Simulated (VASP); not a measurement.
# KBr (Fm-3m) in VASP: a series of runs

KBr is run at these levels: PBE, HSE06, PBE-based screened hybrid, PBE-based global hybrid; tasks: single point.

Program: VASP 6.6.1. These are calculated values, not measurements. Logs are shortened: lines on timing, memory, paths and dates and some standing lists are left out, and cuts for length are marked.

## Step 1: The cell of the first run

The structure is cubic, space group Fm-3m (No. 225). The conventional cell has a = 6.605 Å, b = 6.605 Å, c = 6.605 Å, α = 90.00°, β = 90.00°, γ = 90.00°. Within 4.3 Å of K (site symmetry m-3m) lie 6 Br at 3.30 Å. Br (site symmetry m-3m) has 6 K at 3.30 Å within 4.3 Å.

## Step 2: Single point, PBE

Contents of INCAR:

```
ALGO = Normal
EDIFF = 1E-6
ENCUT = 520
GGA = PE
ISIF = 2
ISMEAR = 0
LASPH = True
LCHARG = False
LREAL = False
LWAVE = False
NBANDS = 15
NELM = 60
PREC = Accurate
SIGMA = 0.01
```

Contents of KPOINTS:

```
k-points
0
Gamma
  2 2 2
```

Contents of POSCAR:

```
KBr
1.0
    0.0000000000      3.3024386828      3.3024386828
    3.3024386828      0.0000000000      3.3024386828
    3.3024386828      3.3024386828      0.0000000000
K Br
1 1
Direct
    0.0000000000      0.0000000000      0.0000000000
    0.5000000000      0.5000000000      0.5000000000
```

Potentials or basis: VASP PAW PBE potentials, release 64 (K_sv, Br).

Command:

```sh
$ cat potpaw_PBE.64/K_sv/POTCAR potpaw_PBE.64/Br/POTCAR > POTCAR
$ mpirun -np 1 vasp_std > vasp.out
```

OUTCAR:

```text
EDIFF = 1E-6
   ENCUT = 520
   GGA = PE
   ISIF = 2
   ISMEAR = 0
   LASPH = True
   LREAL = False
   NELM = 60
   PREC = Accurate

 ion  position               nearest neighbor table
   1  0.000  0.000  0.000-
   2  0.500  0.500  0.500-

  LATTYP: Found a face centered cubic cell.
 ALAT       =     6.6048773656

  Lattice vectors:

 A1 = (   0.0000000000,   3.3024386828,   3.3024386828)
 A2 = (   3.3024386828,   0.0000000000,   3.3024386828)
 A3 = (   3.3024386828,   3.3024386828,   0.0000000000)

Analysis of symmetry for initial positions (statically):
=====================================================================
 Subroutine PRICEL returns:
 Original cell was already a primitive cell.

 Routine SETGRP: Setting up the symmetry group for a
 face centered cubic supercell.

 Subroutine GETGRP returns: Found 48 space group operations
 (whereof 48 operations were pure point group operations)
 out of a pool of 48 trial point group operations.

The static configuration has the point symmetry O_h .

Analysis of symmetry for dynamics (positions and initial velocities):
=====================================================================
 Subroutine PRICEL returns:
 Original cell was already a primitive cell.

 Routine SETGRP: Setting up the symmetry group for a
 face centered cubic supercell.

 Subroutine GETGRP returns: Found 48 space group operations
 (whereof 48 operations were pure point group operations)
 out of a pool of 48 trial point group operations.

The dynamic configuration has the point symmetry O_h .

 Subroutine INISYM returns: Found 48 space group operations
 (whereof 48 operations are pure point group operations),
 and found     1 'primitive' translations

----------------------------------------------------------------------------------------

                                     Primitive cell

  volume of cell :      72.0335

  direct lattice vectors                    reciprocal lattice vectors
     0.000000000  3.302438683  3.302438683    -0.151403265  0.151403265  0.151403265
     3.302438683  0.000000000  3.302438683     0.151403265 -0.151403265  0.151403265
     3.302438683  3.302438683  0.000000000     0.151403265  0.151403265 -0.151403265

  length of vectors
     4.670353574  4.670353574  4.670353574     0.262238148  0.262238148  0.262238148

  position of ions in fractional coordinates (direct lattice)
     0.000000000  0.000000000  0.000000000
     0.500000000  0.500000000  0.500000000

  ion indices of the primitive-cell ions
   primitive index   ion index
                 1           1
                 2           2

----------------------------------------------------------------------------------------

 KPOINTS: k-points

Automatic generation of k-mesh.
 Grid dimensions read from file:
 generate k-points for:    2    2    2

 Generating k-lattice:

  Cartesian coordinates                     Fractional coordinates (reciprocal lattice)
    -0.075701633  0.075701633  0.075701633     0.500000000  0.000000000  0.000000000
     0.075701633 -0.075701633  0.075701633     0.000000000  0.500000000  0.000000000
     0.075701633  0.075701633 -0.075701633     0.000000000  0.000000000  0.500000000

  Length of vectors
     0.131119074  0.131119074  0.131119074

  Shift w.r.t. Gamma in fractional coordinates (k-lattice)
     0.000000000  0.000000000  0.000000000

 Subroutine IBZKPT returns following result:
 ===========================================

 Found      3 irreducible k-points:

 Following reciprocal coordinates:
            Coordinates               Weight
  0.000000  0.000000  0.000000      1.000000
  0.500000  0.000000  0.000000      4.000000
  0.500000  0.500000  0.000000      3.000000
   k-points           NKPTS =      3   k-points in BZ     NKDIM =      3   number of bands    NBANDS=     15
   number of dos      NEDOS =    301   number of ions     NIONS =      2
   total plane-waves  NPLWV =  46656
   dimension x,y,z NGX =    36 NGY =   36 NGZ =   36
   dimension x,y,z NGXF=    72 NGYF=   72 NGZF=   72
   ions per type =               1   1
   NGX,Y,Z   is equivalent  to a cutoff of  12.81, 12.81, 12.81 a.u.
   NGXF,Y,Z  is equivalent  to a cutoff of  25.63, 25.63, 25.63 a.u.
 SYSTEM =  unknown system
   PREC   = accura    normal or accurate (medium, high low for compatibility)
   ISTART =      0    job   : 0-new  1-cont  2-samecut
   ICHARG =      2    charge: 1-file 2-atom 10-const
   ISPIN  =      1    spin polarized calculation?
   LNONCOLLINEAR =      F non collinear calculations
   LSORBIT =      F    spin-orbit coupling
   LASPH  =      T    aspherical Exc in radial PAW
   ENCUT  =  520.0 eV  38.22 Ry    6.18 a.u.   8.68  8.68  8.68*2*pi/ulx,y,z
   NELM   =     60;   NELMIN=  2; NELMDL= -5     # of ELM steps
   EDIFF  = 0.1E-05   stopping-criterion for ELM
   LREAL  =      F    real-space projection
   EDIFFG = 0.1E-04   stopping-criterion for IOM
   NSW    =      0    number of steps for IOM
   IBRION =     -1    ionic relax: 0-MD 1-quasi-New 2-CG
   NFREE  =      0    steps in history (QN), initial steepest desc. (CG)
   ISIF   =      2    stress and relaxation
   ISYM   =      2    0-nonsym 1-usesym 2-fastsym
   POTIM  = 0.5000    time-step for ionic-motion
   TEBEG  =    0.0;   TEEND  =   0.0 temperature during run
   PSTRESS=    0.0 pullay stress
   NELECT =      16.0000    total number of electrons
   NUPDOWN=      -1.0000    fix difference up-down
   EMIN   =  10.00;   EMAX   =-10.00  energy-range for DOS
   EFERMI =   0.00;   METHOD = LEGACY
   ISMEAR =     0;   SIGMA  =   0.01  broadening in eV -4-tet -1-fermi 0-gaus
   EFERMI_NEDOS =   21; number of points for ismear=-14 and -15
   IALGO  =     38    algorithm
   IMIX   =      4    mixing-type and parameters
     AMIX     =   0.40;   BMIX     =  1.00
     AMIX_MAG =   1.60;   BMIX_MAG =  1.00
  volume/ion in A,a.u.               =      36.02       243.05
  Fermi-wavevector in a.u.,A,eV,Ry     =   0.991448  1.873566 13.374115  0.982970
  Thomas-Fermi vector in A             =   2.123190
   LORBIT       =      0    0 simple, 1 ext, 2 COOP (PROOUT), +10 PAW based schemes
   GGA     = PE    functional components
   LHFCALC =     F    Hartree Fock is set to
   AEXX    =    0.0000 exact exchange contribution
   IVDW    =     0    specifies the selected vdW correction
   LEPSILON=     F    determine dielectric tensor
   LRPA    =     F    only Hartree local field effects (RPA)
 non-spin polarized calculation
 Gauss-broadening in eV      SIGMA  =   0.01
  energy-cutoff  :      520.00
  volume of cell :       72.03
 maximum number of plane-waves:      1964
 NGX is ok and might be reduce to    36
   NGX = 17   NGY = 17   NGZ = 17

 number of electron      15.9999997 magnetization

 Free energy of the ion-electron system (eV)
  ---------------------------------------------------
  ext. energy  EPLUGINS =         0.00000000
  ---------------------------------------------------
  free energy    TOTEN  =        -6.11124196 eV

  energy without entropy =       -6.11124196  energy(sigma->0) =       -6.11124196

 E-fermi :  -1.5374     XC(G=0):  -7.3289

 val. band max:       -1.6690500762   @ k =   0.0000   0.0000   0.0000
 cond. band min:       2.7221810196   @ k =   0.0000   0.0000   0.0000
 fundamental gap:      4.3912310957
 Fermi energy:        -1.5373770570

 k-point     1 :       0.0000    0.0000    0.0000
  band No.  band energies     occupation
      1     -29.5622      2.00000
      2     -13.9386      2.00000
      3     -13.0378      2.00000
      4     -13.0378      2.00000
      5     -13.0378      2.00000
      6      -1.6691      2.00000
      7      -1.6691      2.00000
      8      -1.6691      2.00000
      9       2.7222      0.00000
     10       5.8709      0.00000
     11       5.8709      0.00000
     12       5.8709      0.00000
     13       6.6830      0.00000
     14       6.6830      0.00000
     15       9.9140      0.00000

 k-point     2 :       0.5000    0.0000    0.0000
  band No.  band energies     occupation
      1     -29.5567      2.00000
      2     -14.1414      2.00000
      3     -13.0433      2.00000
      4     -13.0433      2.00000
      5     -12.7621      2.00000
      6      -2.8556      2.00000
      7      -2.0042      2.00000
      8      -2.0042      2.00000
      9       4.8830      0.00000
     10       6.5253      0.00000
     11       8.0098      0.00000
     12       8.0098      0.00000
     13       8.3518      0.00000
     14       8.3518      0.00000
     15       9.1785      0.00000

 k-point     3 :       0.5000    0.5000    0.0000
  band No.  band energies     occupation
      1     -29.5551      2.00000
      2     -13.8397      2.00000
      3     -13.1264      2.00000
      4     -13.0730      2.00000
      5     -13.0730      2.00000
      6      -2.4895      2.00000
      7      -1.9575      2.00000
      8      -1.9575      2.00000
      9       4.1506      0.00000
     10       5.4644      0.00000
     11       7.6140      0.00000
     12       7.8177      0.00000
     13       7.9169      0.00000
     14       9.0045      0.00000
     15       9.0045      0.00000

------------------------ aborting loop because EDIFF is reached ----------------------------------------

  FORCE on cell =-STRESS in cart. coord.  units (eV):
  Direction    XX          YY          ZZ          XY          YZ          ZX
  --------------------------------------------------------------------------------------
  -------------------------------------------------------------------------------------
  Total        0.5620834      0.5620834      0.5620834     -0.0000000      0.0000000      0.0000000
  in kB       12.5019300     12.5019300     12.5019300     -0.0000000      0.0000000      0.0000000
  external PRESSURE =      12.5019300 kB  Pullay stress =       0.0000000 kB

 VOLUME and BASIS-vectors are now :
 -----------------------------------------------------------------------------
  energy-cutoff  :      520.00
  volume of cell :       72.03
      direct lattice vectors                 reciprocal lattice vectors
     0.000000000  3.302438683  3.302438683    -0.151403265  0.151403265  0.151403265
     3.302438683  0.000000000  3.302438683     0.151403265 -0.151403265  0.151403265
     3.302438683  3.302438683  0.000000000     0.151403265  0.151403265 -0.151403265

 POSITION                                       TOTAL-FORCE (eV/Angst)
 -----------------------------------------------------------------------------------
      0.00000      0.00000      0.00000         0.000000      0.000000      0.000000
      3.30244      3.30244      3.30244        -0.000000     -0.000000     -0.000000
 -----------------------------------------------------------------------------------
    total drift:                                0.000000      0.000000      0.000000

  FREE ENERGIE OF THE ION-ELECTRON SYSTEM (eV)
  ---------------------------------------------------
  free  energy   TOTEN  =        -6.1112419582 eV

  energy  without entropy=       -6.1112419582  energy(sigma->0) =       -6.11124196
```

Wall time 3.8 s (1 thread of Intel Xeon 6975P-C (Granite Rapids), shared host); peak memory 0.19 GiB.

What came out:

```yaml
Free_energy: -6.1112 eV
Pressure: 1.3 GPa
Band_gap_on_the_k_mesh: 4.39 eV, direct
```

Levels at points of the mesh, in eV from the valence-band top:
```
           k point  band 5  band 6  band 7  band 8  band 9  band 10  band 11  band 12
(0.00, 0.00, 0.00)  -11.37    0.00    0.00    0.00    4.39     7.54     7.54     7.54
(0.50, 0.00, 0.00)  -11.09   -1.19   -0.34   -0.34    6.55     8.19     9.68     9.68
(0.50, 0.50, 0.00)  -11.40   -0.82   -0.29   -0.29    5.82     7.13     9.28     9.49
```

Caveat: the k points lie up to 0.82 Å⁻¹ apart.

## Step 3: Single point, PBE

Contents of INCAR:

```
SYSTEM = KBr
ALGO = Normal ; EDIFF = 1E-6
ENCUT = 520 ; GGA = PE
ISIF = 2 ; ISMEAR = 0
LASPH = .True. ; LCHARG = .True.
LELF = .True. ; LREAL = .False.
LVHAR = .True. ; LWAVE = .False.
NBANDS = 15 ; NELM = 100
PREC = Accurate ; SIGMA = 0.01
```

Contents of KPOINTS:

```
k-points
0
Gamma
  2 2 2
  0 0 0
```

POSCAR is that of step 2.

Potentials or basis: VASP PAW PBE potentials, release 64 (K_sv, Br).

Command:

```sh
$ cat potpaw_PBE.64/K_sv/POTCAR potpaw_PBE.64/Br/POTCAR > POTCAR
$ mpirun -np 1 vasp_std > vasp.out
```

Run time: 4.2 s. Hardware: 1 thread of Intel Xeon 6975P-C (Granite Rapids), shared host; peak memory 0.19 GiB.

Results (log left out):

| Quantity | Value |
| --- | --- |
| Free energy | -6.1112 eV |
| Pressure | 1.3 GPa |
| Band gap on the k mesh | 4.39 eV, direct |

Levels at points of the mesh, in eV from the valence-band top:
| k point | band 6 | band 7 | band 8 | band 9 | band 10 | band 11 |
| --- | --- | --- | --- | --- | --- | --- |
| (0.00, 0.00, 0.00) | 0.00 | 0.00 | 0.00 | 4.39 | 7.54 | 7.54 |
| (0.50, 0.00, 0.00) | -1.19 | -0.34 | -0.34 | 6.55 | 8.19 | 9.68 |
| (0.50, 0.50, 0.00) | -0.82 | -0.29 | -0.29 | 5.82 | 7.13 | 9.28 |

Caveat: the k points lie up to 0.82 Å⁻¹ apart. PBE gaps usually lie below the measured ones, often by a third to a half.

(Part 1 of 2 ends here.)
